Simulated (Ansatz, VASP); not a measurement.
Two plane-wave programs on K

```xyz
4
Lattice="4.7651 0.0000 0.0000 -2.3825 4.1267 0.0000 0.0000 0.0000 15.5626" Properties=species:S:1:pos:R:3 pbc="T T T"
K     0.0000    0.0000    0.0000
K     0.0000    0.0000    7.7813
K     0.0000    2.7511    3.8906
K     2.3825    1.3756   11.6719
```

Alike in both runs: functional r2SCAN; k mesh 8 × 8 × 2; occupations fermi-dirac, width 0.1 eV; no spin polarisation.

Ansatz relaxed the structure, and its values are those at the end. VASP's run is a single point on that final structure, the one shown.

```csv
,VASP,Ansatz
version,VASP 6.6.1,Ansatz 0.2.0
potentials or method,"VASP PAW PBE potentials, release 64 (K_sv), cutoff 520 eV","plane waves (500 eV) with PAW, scalar-relativistic"
valence electrons in the cell,36,36
```

|  | VASP | Ansatz | Ansatz less VASP |
| --- | --- | --- | --- |
| pressure (GPa) | 0.0 | 0.0 | +0.01 |

VASP's potentials were made for PBE, not for r2SCAN. With one functional, cell and mesh, what is left measures potentials, basis and numerics.
